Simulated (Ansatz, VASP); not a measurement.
## One calculation of Al2H5, two programs

File INCAR:

```
  PREC = Accurate
  ENCUT = 520
  EDIFF = 1E-7
  ISMEAR = -1
  SIGMA = 0.1
  LREAL = False
  LASPH = True
  NELM = 100
  ALGO = Normal
  ISIF = 2
  LWAVE = False
  LCHARG = True
  GGA = PE
  LELF = True
  LVHAR = True
  NBANDS = 14
```

Contents of KPOINTS:

```
regular mesh
0
Gamma
  5 5 5
```

The input POSCAR:

```
Al2H5
1.0
    2.2007310000      3.7782000000     -0.0619780000
   -2.2898680000      3.8296630000      0.0096890000
   -0.0337690000     -2.5626950000      3.9734510000
Al H
2 5
Direct
    0.0043850000      0.0031890000      0.9991950000
    0.5021270000      0.5093000000      0.5056150000
    0.8951580000      0.6180040000      0.7657680000
    0.2472800000      0.8782170000      0.7442590000
    0.6109820000      0.2436210000      0.7515060000
    0.7641320000      0.1154980000      0.2638740000
    0.3897100000      0.7353440000      0.2435510000
```

Input for Ansatz:

```yaml
crystal:
  lattice:
    - [2.200731, 3.7782, -0.061978]
    - [-2.289868, 3.829663, 0.009689]
    - [-0.033769, -2.562695, 3.973451]
  atoms:
    - { symbol: Al, position: [0.004385, 0.003189, 0.999195] }
    - { symbol: Al, position: [0.502127, 0.5093, 0.505615] }
    - { symbol: H, position: [0.895158, 0.618004, 0.765768] }
    - { symbol: H, position: [0.24728, 0.878217, 0.744259] }
    - { symbol: H, position: [0.610982, 0.243621, 0.751506] }
    - { symbol: H, position: [0.764132, 0.115498, 0.263874] }
    - { symbol: H, position: [0.38971, 0.735344, 0.243551] }
kpoints:
  mp_grid: { grid: [5, 5, 5], shift: [0.0, 0.0, 0.0] }
magnetization:
  spin_polarized: false
scf:
  occupations: { method: fermi_dirac }
  lower_state_search: "off"
  max_iter: 200
hamiltonian:
  pseudopotentials: { kind: paw }
  xc: pbe
basis:
  ecutwfc: 420
  fft_grid_basis: typed
output:
  forces: true
  stress: true
  eigenvalues: true
  bader: true
  populations: true
  elf: true
  write_potential: true
  volumetric_format: npy
  dos:
    e_range: [-12, 8]
    de: 0.05
    projected: { site_lists: { Al: [Al], H: [H] } }
checkpoint:
  read: saved_state
```

Alike in both runs: task single point; functional PBE; k mesh 5 × 5 × 5; no spin polarisation.

```csv
,VASP,Ansatz
version,VASP 6.6.1,Ansatz 0.2.0
potentials or method,"VASP PAW PBE potentials, release 64 (Al, H), cutoff 520 eV",PAW plane waves
occupations,"fermi-dirac, width 0.1 eV",fermi-dirac
valence electrons in the cell,11,11
```

Ansatz gave:

- pressure (GPa): 0.4
- traceless stress, the component that is largest in VASP (GPa): -1.87
- rms of the force components (eV/Å): 0.204

Q: What did VASP give for the same quantities?

A: Pressure (GPa): 0.2; traceless stress, the component that is largest in VASP (GPa): -1.88; rms of the force components (eV/Å): 0.203.

Atom by atom the forces differ by 0.003 eV/Å (rms over components).
